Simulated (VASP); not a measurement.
# LaSb (Fm-3m) in VASP: further runs, part 2 of 2

VASP 6.6.1. The steps go on from the part before.

### 3 Single point, LDA

This run uses another cell than the first one, of 32.35 Å³/atom, 1.029 times its volume.

File INCAR:

```
PREC = Accurate
ENCUT = 520
EDIFF = 1E-7
ISMEAR = -1
SIGMA = 0.1
LREAL = F
LASPH = T
NELM = 60
ALGO = Normal
ISIF = 2
LWAVE = F
LCHARG = F
GGA = CA
NBANDS = 15
```

File KPOINTS:

```
Automatic mesh
0
Gamma
  8 8 8
```

File POSCAR:

```
LaSb
1.0
    0.0000000000      3.1862540188      3.1862540188
    3.1862540188      0.0000000000      3.1862540188
    3.1862540188      3.1862540188      0.0000000000
La Sb
1 1
Direct
    0.0000000000      0.0000000000      0.0000000000
    0.5000000000      0.5000000000      0.5000000000
```

Potentials or basis: VASP PAW LDA potentials, release 64 (La, Sb).

The run is started by

```console
cat potpaw_LDA.64/La/POTCAR potpaw_LDA.64/Sb/POTCAR > POTCAR
mpirun -np 1 vasp_std > vasp.out
```

OUTCAR:

```text
PREC = Accurate
   ENCUT = 520
   EDIFF = 1E-7
   ISMEAR = -1
   LREAL = F
   LASPH = T
   NELM = 60
   ISIF = 2
   GGA = CA

 ion  position               nearest neighbor table
   1  0.000  0.000  0.000-   2 3.19   2 3.19   2 3.19   2 3.19   2 3.19   2 3.19
   2  0.500  0.500  0.500-   1 3.19   1 3.19   1 3.19   1 3.19   1 3.19   1 3.19

  LATTYP: Found a face centered cubic cell.
 ALAT       =     6.3725080376

  Lattice vectors:

 A1 = (   0.0000000000,   3.1862540188,   3.1862540188)
 A2 = (   3.1862540188,   0.0000000000,   3.1862540188)
 A3 = (   3.1862540188,   3.1862540188,   0.0000000000)

Analysis of symmetry for initial positions (statically):
=====================================================================
 Subroutine PRICEL returns:
 Original cell was already a primitive cell.

 Routine SETGRP: Setting up the symmetry group for a
 face centered cubic supercell.

 Subroutine GETGRP returns: Found 48 space group operations
 (whereof 48 operations were pure point group operations)
 out of a pool of 48 trial point group operations.

The static configuration has the point symmetry O_h .

[... 175 lines left out ...]
      7       7.2854      0.18321
      8       7.2854      0.18321
      9       8.3084      0.00001
     10       8.3084      0.00001
     11       8.3084      0.00001
     12       9.0236      0.00000
     13       9.1297      0.00000
     14       9.1297      0.00000
[... 401 lines left out ...]
      2      -9.1833      2.00000
      3      -8.9406      2.00000
      4      -8.8746      2.00000
      5      -0.8309      2.00000
      6       4.3274      2.00000
      7       5.5456      2.00000
      8       5.6011      2.00000
      9       8.8275      0.00000
     10       8.9509      0.00000
     11       9.1894      0.00000
     12       9.3054      0.00000
     13       9.3526      0.00000
     14       9.4175      0.00000
     15       9.4463      0.00000

 [... further k-points ...]

------------------------ aborting loop because EDIFF is reached ----------------------------------------

  FORCE on cell =-STRESS in cart. coord.  units (eV):
  Direction    XX          YY          ZZ          XY          YZ          ZX
  --------------------------------------------------------------------------------------
  -------------------------------------------------------------------------------------
  Total        0.3593278      0.3593278      0.3593278      0.0000000      0.0000000      0.0000000
  in kB        8.8987758      8.8987758      8.8987758      0.0000000      0.0000000      0.0000000
  external PRESSURE =       8.8987758 kB  Pullay stress =       0.0000000 kB

 VOLUME and BASIS-vectors are now :
 -----------------------------------------------------------------------------
  energy-cutoff  :      520.00
  volume of cell :       64.70
      direct lattice vectors                 reciprocal lattice vectors
     0.000000000  3.186254019  3.186254019    -0.156924086  0.156924086  0.156924086
     3.186254019  0.000000000  3.186254019     0.156924086 -0.156924086  0.156924086
     3.186254019  3.186254019  0.000000000     0.156924086  0.156924086 -0.156924086

 POSITION                                       TOTAL-FORCE (eV/Angst)
 -----------------------------------------------------------------------------------
      0.00000      0.00000      0.00000         0.000000      0.000000      0.000000
      3.18625      3.18625      3.18625        -0.000000      0.000000     -0.000000
 -----------------------------------------------------------------------------------
    total drift:                               -0.000000      0.000000      0.000000

  FREE ENERGIE OF THE ION-ELECTRON SYSTEM (eV)
  ---------------------------------------------------
  free  energy   TOTEN  =       -12.9120959641 eV

  energy  without entropy=      -12.9000664558  energy(sigma->0) =      -12.90608121
```

OSZICAR:

```text
N       E                     dE             d eps       ncg     rms          rms(c)
DAV:   1     0.124775510543E+03    0.12478E+03   -0.53935E+03   878   0.126E+03
DAV:   2    -0.588293212664E-01   -0.12483E+03   -0.11491E+03  1144   0.191E+02
DAV:   3    -0.122646638305E+02   -0.12206E+02   -0.11892E+02  1240   0.965E+01
DAV:   4    -0.129952790127E+02   -0.73062E+00   -0.72792E+00  1537   0.180E+01
DAV:   5    -0.130211562059E+02   -0.25877E-01   -0.25869E-01  1137   0.299E+00    0.379E+00
DAV:   6    -0.129345724128E+02    0.86584E-01   -0.12875E-01  1312   0.166E+00    0.235E+00
DAV:   7    -0.129134903270E+02    0.21082E-01   -0.75244E-02  1534   0.145E+00    0.620E-01
DAV:   8    -0.129123480293E+02    0.11423E-02   -0.14469E-02  1493   0.663E-01    0.135E-01
DAV:   9    -0.129121041267E+02    0.24390E-03   -0.10478E-03  1484   0.250E-01    0.631E-02
DAV:  10    -0.129120940661E+02    0.10061E-04   -0.16978E-04  1581   0.119E-01    0.184E-02
DAV:  11    -0.129120958684E+02   -0.18023E-05   -0.11046E-05  1421   0.288E-02    0.546E-03
DAV:  12    -0.129120959640E+02   -0.95606E-07   -0.19220E-06  1439   0.799E-03    0.151E-03
DAV:  13    -0.129120959641E+02   -0.13847E-09   -0.93211E-08   928   0.300E-03
   1 F= -.12912096E+02 E0= -.12906081E+02  d E =-.120295E-01
```

stdout:

```text
POSCAR found type information on POSCAR LaSb
 POSCAR found :  2 types and       2 ions
 scaLAPACK will be used
 LDA part: xc-table for (Slater(with rela. corr.)+CA(PZ))
 , standard interpolation
 POSCAR, INCAR and KPOINTS ok, starting setup
 FFT: planning ... GRIDC
 FFT: planning ... GRID_SOFT
 FFT: planning ... GRID
 WAVECAR not read
 entering main loop
```

Wall time 35 s (1 thread of Intel Xeon Platinum 8375C at 2.90GHz (Ice Lake), shared host); peak memory 0.19 GiB.

What came out:

| Item | Value |
| --- | --- |
| Free energy | -12.9121 eV |
| Pressure | 0.9 GPa |
| Band gap on the k mesh | zero (band 8 reaches 7.29 eV, above the bottom of band 9 at 6.84 eV) |

Caveat: spin-orbit coupling is left out, which moves the levels of the heavy elements.

### 4 Single point, LDA

This run uses another cell than the first one, of 33.26 Å³/atom, 1.058 times its volume.

File INCAR:

```
SYSTEM = LaSb
  PREC = Accurate
  ENCUT = 520
  EDIFF = 1E-6
  ISMEAR = -1
  SIGMA = 0.1
  LREAL = .FALSE.
  LASPH = .TRUE.
  NELM = 80
  ALGO = Normal
  ISIF = 2
  LWAVE = .FALSE.
  LCHARG = .FALSE.
  NBANDS = 15
```

File KPOINTS:

```
Automatic mesh
0
G
  8 8 8
  0 0 0
```

File POSCAR:

```
LaSb
1.0
    0.0000000000      3.2158952932      3.2158952932
    3.2158952932      0.0000000000      3.2158952932
    3.2158952932      3.2158952932      0.0000000000
La Sb
1 1
Direct
    0.0000000000      0.0000000000      0.0000000000
    0.5000000000      0.5000000000      0.5000000000
```

The run is started by

```console
cat potpaw_LDA.64/La/POTCAR potpaw_LDA.64/Sb/POTCAR > POTCAR
mpirun -np 1 vasp_std > vasp.out
```

Run time: 30 s. Hardware: 1 thread of Intel Xeon Platinum 8375C at 2.90GHz (Ice Lake), shared host; peak memory 0.2 GiB.

Results (log left out):

| Quantity | Value |
| --- | --- |
| Free energy | -12.9125 eV |
| Pressure | -0.8 GPa |
| Band gap on the k mesh | zero (band 8 reaches 6.99 eV, above the bottom of band 9 at 6.54 eV) |

Levels at points of the mesh, in eV from the Fermi level:
| k point | band 5 | band 6 | band 7 | band 8 | band 9 | band 10 | band 11 | band 12 |
| --- | --- | --- | --- | --- | --- | --- | --- | --- |
| (0.00, 0.00, 0.00) | -9.03 | 0.21 | 0.21 | 0.21 | 1.25 | 1.25 | 1.25 | 1.89 |
| (0.50, 0.00, 0.00) | -7.62 | -3.29 | -1.68 | -1.68 | 1.78 | 2.01 | 2.01 | 2.20 |
| (0.50, 0.50, 0.00) | -8.45 | -1.45 | -0.32 | -0.24 | -0.24 | 2.07 | 2.10 | 2.15 |

Caveat: spin-orbit coupling is left out, which moves the levels of the heavy elements.

### 5 Single point, LDA

This run uses another cell than the first one, of 34.17 Å³/atom, 1.087 times its volume.

File INCAR:

```
SYSTEM = LaSb
PREC = Accurate
ENCUT = 520
EDIFF = 1E-6
ISMEAR = -1
SIGMA = 0.1
LREAL = .FALSE.
LASPH = .TRUE.
NELM = 60
ALGO = Normal
ISIF = 2
LWAVE = .FALSE.
LCHARG = .FALSE.
NBANDS = 15
```

File KPOINTS:

```
regular mesh
0
G
  8 8 8
  0 0 0
```

File POSCAR:

```
LaSb
1.0
    0.0000000000      3.2450000000      3.2450000000
    3.2450000000      0.0000000000      3.2450000000
    3.2450000000      3.2450000000      0.0000000000
La Sb
1 1
Direct
    0.0000000000      0.0000000000      0.0000000000
    0.5000000000      0.5000000000      0.5000000000
```

The run is started by

```console
cat potpaw_LDA.64/La/POTCAR potpaw_LDA.64/Sb/POTCAR > POTCAR
mpirun -np 1 vasp_std > vasp.out
```

Run time: 30 s. Hardware: 1 thread of Intel Xeon Platinum 8375C at 2.90GHz (Ice Lake), shared host; peak memory 0.19 GiB.

Results (log left out):

| Quantity | Value |
| --- | --- |
| Free energy | -12.8949 eV |
| Pressure | -2.3 GPa |
| Band gap on the k mesh | zero (band 8 reaches 6.71 eV, above the bottom of band 9 at 6.25 eV) |

Levels at points of the mesh, in eV from the Fermi level:
```
           k point  band 5  band 6  band 7  band 8  band 9  band 10  band 11  band 12
(0.00, 0.00, 0.00)   -8.96    0.19    0.19    0.19    1.25     1.25     1.25     1.81
(0.50, 0.00, 0.00)   -7.65   -3.23   -1.63   -1.63    1.71     1.92     1.92     2.10
(0.50, 0.50, 0.00)   -8.40   -1.47   -0.27   -0.27   -0.27     1.98     2.01     2.05
```

Caveat: spin-orbit coupling is left out, which moves the levels of the heavy elements.

### 6 Single point, LDA

This run uses another cell than the first one, of 35.08 Å³/atom, 1.116 times its volume.

File INCAR:

```
SYSTEM = LaSb
PREC = Accurate ; ENCUT = 520
EDIFF = 1E-6 ; ISMEAR = -1
SIGMA = 0.1 ; LREAL = .FALSE.
LASPH = .TRUE. ; NELM = 80
ALGO = Normal ; ISIF = 2
LWAVE = .FALSE. ; LCHARG = .FALSE.
NBANDS = 15
```

File KPOINTS:

```
Automatic mesh
0
G
  8 8 8
  0 0 0
```

File POSCAR:

```
LaSb
1.0
    0.0000000000      3.2735917816      3.2735917816
    3.2735917816      0.0000000000      3.2735917816
    3.2735917816      3.2735917816      0.0000000000
La Sb
1 1
Direct
    0.0000000000      0.0000000000      0.0000000000
    0.5000000000      0.5000000000      0.5000000000
```

Potentials or basis: VASP PAW LDA potentials, release 64 (La, Sb).

The run is started by

```console
cat potpaw_LDA.64/La/POTCAR potpaw_LDA.64/Sb/POTCAR > POTCAR
mpirun -np 1 vasp_std > vasp.out
```

It took 30 s on 1 thread of Intel Xeon Platinum 8375C at 2.90GHz (Ice Lake), shared host; peak memory 0.2 GiB.

Results (log left out):

| Item | Value |
| --- | --- |
| Free energy | -12.8617 eV |
| Pressure | -3.5 GPa |
| Band gap on the k mesh | zero (band 8 reaches 6.45 eV, above the bottom of band 9 at 6.06 eV) |

Levels at points of the mesh, in eV from the Fermi level:
| k point | band 4 | band 5 | band 6 | band 7 | band 8 | band 9 | band 10 | band 11 | band 12 | band 13 |
| --- | --- | --- | --- | --- | --- | --- | --- | --- | --- | --- |
| (0.00, 0.00, 0.00) | -16.13 | -8.90 | 0.16 | 0.16 | 0.16 | 1.24 | 1.24 | 1.24 | 1.73 | 1.95 |
| (0.50, 0.00, 0.00) | -16.14 | -7.67 | -3.17 | -1.59 | -1.59 | 1.65 | 1.83 | 1.83 | 1.99 | 1.99 |
| (0.50, 0.50, 0.00) | -16.22 | -8.35 | -1.49 | -0.30 | -0.30 | -0.23 | 1.88 | 1.91 | 1.95 | 1.95 |

Caveat: spin-orbit coupling is left out, which moves the levels of the heavy elements.

### 7 The runs side by side

| cell | gap on the mesh (eV) | pressure (GPa) |
| --- | --- | --- |
| a = 4.463 Å, angles 60.0°, 2 atoms | none | 2.8 |
| a = 4.506 Å, angles 60.0°, 2 atoms | none | 0.9 |
| a = 4.548 Å, angles 60.0°, 2 atoms | none | -0.8 |
| a = 4.589 Å, angles 60.0°, 2 atoms | none | -2.3 |
| a = 4.630 Å, angles 60.0°, 2 atoms | none | -3.5 |

Alike in all rows: task single point; level LDA; potentials or basis VASP PAW LDA potentials, release 64 (La, Sb); no spin polarisation; k mesh 8 × 8 × 8; cutoff (eV) 520; smearing fermi-dirac 0.1 eV.

Caveats: spin-orbit coupling is left out, which moves the levels of the heavy elements.

Total energies depend on the potentials used, so only differences within one code and one set of settings carry meaning.
